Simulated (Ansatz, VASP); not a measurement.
**Bi in VASP and in Ansatz**

File INCAR:

```
SYSTEM = Bi
  PREC = Accurate
  ENCUT = 520
  EDIFF = 1E-7
  ISMEAR = -1
  SIGMA = 0.05
  LREAL = .False.
  LASPH = .True.
  NELM = 100
  ALGO = Fast
  ISIF = 2
  LWAVE = .False.
  LCHARG = .True.
  GGA = PS
  LELF = .True.
  LVHAR = .True.
  NBANDS = 38
```

Contents of KPOINTS:

```
Automatic mesh
0
Gamma
  6 6 4
  0 0 0
```

The input POSCAR:

```
Bi
1.0
    4.6584121839      0.0000000000      0.0000000000
    0.0000000000      4.5263885800      0.0000000000
   -0.3459734563      0.0000000000      6.5119480672
Bi
4
Direct
    0.2524990000      0.2456270000      0.7536720000
    0.7486210000      0.7523180000      0.2490030000
    0.2613050000      0.2425590000      0.2510970000
    0.7428360000      0.7354930000      0.7524400000
```

The input input.yaml:

```yaml
crystal:
  lattice:
    - [4.6584121839, 0.0, 0.0]
    - [0.0, 4.52638858, 0.0]
    - [-0.3459734563, 0.0, 6.5119480672]
  atoms:
    - { symbol: Bi, position: [0.252499, 0.245627, 0.753672] }
    - { symbol: Bi, position: [0.748621, 0.752318, 0.249003] }
    - { symbol: Bi, position: [0.261305, 0.242559, 0.251097] }
    - { symbol: Bi, position: [0.742836, 0.735493, 0.75244] }
hamiltonian:
  xc: pbesol
  pseudopotentials: { kind: paw }
kpoints:
  mp_grid: { grid: [6, 6, 4] }
scf:
  occupations: { method: fermi_dirac, width: 0.05 }
output:
  forces: true
  stress: true
  eigenvalues: true
```

Change from the starting cell: atoms moved at random, drawn with an rms of 0.05 Å.

Alike in both runs: task single point; functional PBEsol; k mesh 6 × 6 × 4; occupations fermi-dirac, width 0.05 eV; no spin polarisation.

|  | VASP | Ansatz |
| --- | --- | --- |
| version | VASP 6.6.1 | Ansatz 0.2.0 |
| potentials or method | VASP PAW PBE potentials, release 64 (Bi_d) | Ansatz PAW |
| plane-wave cutoff (eV) | 520 | 420 |
| valence electrons in the cell | 60 | 60 |

```csv
,VASP,Ansatz,Ansatz less VASP
gap on the k mesh at the Fermi level (eV),none,none,-
pressure (GPa),-1.3,-1.3,+0.06
"traceless stress, the component that is largest in VASP (GPa)",0.78,0.78,0.000
rms of the force components (eV/Å),0.072,0.073,+0.0004
```

VASP's potentials were made for PBE, not for PBEsol. Atom by atom the forces differ by 0.001 eV/Å (rms over components). A gap of «none» marks a metal or a gap that the smearing closes.

Spin-orbit coupling is off throughout.
